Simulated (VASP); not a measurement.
A run of VASP 6.6.1 is set up as follows.

The input POSCAR:

```
GaN
1.0
    3.1830969049      0.0000000000      0.0000000000
   -1.5915484524      2.7566427823      0.0000000000
    0.0000000000      0.0000000000      5.1835829238
Ga N
2 2
Direct
    0.6666666667      0.3333333333      0.4991072757
    0.3333333333      0.6666666667      0.9991072757
    0.6666666667      0.3333333333      0.8758927243
    0.3333333333      0.6666666667      0.3758927243
```

Contents of INCAR.step1:

```
PREC     = Accurate       # precision mode
ENCUT    = 520            # plane-wave cutoff, eV
ISMEAR   = 0              # smearing method
SIGMA    = 0.02           # smearing width, eV
LREAL    = F              # projectors in reciprocal space
LASPH    = T              # aspherical terms in the spheres
NELM     = 60             # most SCF steps
NBANDS   = 26             # bands
GGA      = PE             # functional
ALGO     = Normal         # electronic algorithm
EDIFF    = 1E-4           # SCF threshold, eV
LWAVE    = T              # write WAVECAR
LCHARG   = F              # write CHGCAR
```

INCAR.step2

```
PREC     = Accurate       # precision mode
ENCUT    = 520            # plane-wave cutoff, eV
EDIFF    = 1E-6           # SCF threshold, eV
ISMEAR   = 0              # smearing method
SIGMA    = 0.02           # smearing width, eV
LREAL    = F              # projectors in reciprocal space
LASPH    = T              # aspherical terms in the spheres
NELM     = 60             # most SCF steps
ALGO     = Normal         # electronic algorithm
ISIF     = 2              # what is computed and relaxed
LWAVE    = F              # write WAVECAR
LCHARG   = F              # write CHGCAR
METAGGA  = R2SCAN         # meta-GGA
LMIXTAU  = T            
NBANDS   = 26             # bands
ISTART   = 1
```

KPOINTS

```
Automatic mesh
0
Gamma
  12 12 6
```

Potentials or basis: VASP PAW PBE potentials, release 64 (Ga_d, N).

The run is started by

```bash
$ cat potpaw_PBE.64/Ga_d/POTCAR potpaw_PBE.64/N/POTCAR > POTCAR
$ cp INCAR.step1 INCAR
$ mpirun -np 1 vasp_std > vasp.out
$ cp INCAR.step2 INCAR
$ mpirun -np 1 vasp_std > vasp.out
```

Question: Estimate the largest force.

Answer: 0.006 eV/Å.

Question: What does it give for the band gap on the k mesh?

Answer: 2.34 eV.

Stress tensor (GPa, compression positive):
```
1.12 0.00 0.00
0.00 1.12 0.00
0.00 0.00 0.99
```

Caveat: the PAW data sets were made with another functional, which shifts forces and pressure a little.
